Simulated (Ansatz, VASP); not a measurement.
# ZnS: VASP beside Ansatz

```
Zn S
1.0
     0.00000    2.70465    2.70465
     2.70465    0.00000    2.70465
     2.70465    2.70465    0.00000
Zn S
1 1
Direct
  0.91681 0.91681 0.96554
  0.75000 0.75000 0.75000
```

Alike in both runs: task single point; functional PBE; k mesh 10 × 10 × 10; occupations gaussian, width 0.05 eV; no spin polarisation.

|  | VASP | Ansatz |
| --- | --- | --- |
| version | VASP 6.6.1 | Ansatz 0.2.0 |
| potentials or method | VASP PAW PBE potentials, release 64 (Zn, S), cutoff 520 eV | scalar-relativistic, plane waves, PAW |
| valence electrons in the cell | 18 | 18 |

Ansatz gave:

| Item | Value |
| --- | --- |
| gap on the k mesh at the Fermi level (eV) | 1.85 |
| least direct gap on the mesh (eV) | 1.85 |
| rms of the force components (eV/Å) | 9.295 |

Q: What did VASP give for the same quantities?

A: gap on the k mesh at the Fermi level (eV): 1.87; least direct gap on the mesh (eV): 1.87; rms of the force components (eV/Å): 9.468.

Atom by atom the forces differ by 0.173 eV/Å (rms over components).
